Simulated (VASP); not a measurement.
Crystal: GeN.

```xyz
2
Lattice="2.6459 0.0000 0.0000 -1.3229 2.2914 0.0000 0.0000 0.0000 4.4895" Properties=species:S:1:pos:R:3 pbc="T T T"
N     0.0000    0.0000    2.2448
Ge    1.3229    0.7638    0.0000
```

```yaml
Program: VASP 6.6.1
Task: relaxation of cell and atoms
Functional: PBE
Potentials_or_basis: VASP PAW PBE potentials, release 64 (N, Ge_d)
Cutoff: 600 eV
k_mesh: 18 × 18 × 10
Occupations: gaussian, width 0.1 eV
Spin: no spin polarisation
```

At the start: pressure -4.9 GPa; volume 13.61 Å³/atom.

**Question.** How do energy, volume and symmetry change on relaxing?

**Answer.** Over 15 steps the energy falls by 1356.6 meV/atom and the volume is 11.26 Å³/atom (-17.2 %); space group P-6m2 (No. 187, to 0.1 Å) before and after.

Step by step:
```tsv
step	energy change (eV)	largest force (eV/Å)	pressure (GPa)	volume (Å³)
1	0.0000	0.0000	-4.93	27.22
2	-0.4520	0.0000	-3.17	25.47
3	-2.3963	0.0000	34.04	19.04
4	-1.7061	0.0000	3.99	22.05
5	-2.4727	0.0000	17.73	20.04
6	-2.4902	0.0000	23.50	19.64
7	-2.5318	0.0000	19.87	20.47
8	-2.5710	0.0000	20.70	20.14
9	-2.6944	0.0000	6.61	21.58
10	-2.7114	0.0000	-0.99	22.65
11	-2.7122	0.0000	0.09	22.47
12	-2.7122	0.0000	0.43	22.42
13	-2.7130	0.0000	0.28	22.47
14	-2.7131	0.0000	0.21	22.50
15	-2.7131	0.0000	0.05	22.52
```

Final structure:
```
N Ge
1.0
     3.01917    0.00000    0.00000
    -1.50958    2.61468    0.00000
     0.00000    0.00000    2.85327
N Ge
1 1
Direct
  0.00000 0.00000 0.50000
  0.66667 0.33333 0.00000
```

Caveat: the volume moved by over 15 % at a fixed basis, so the end points are rough.
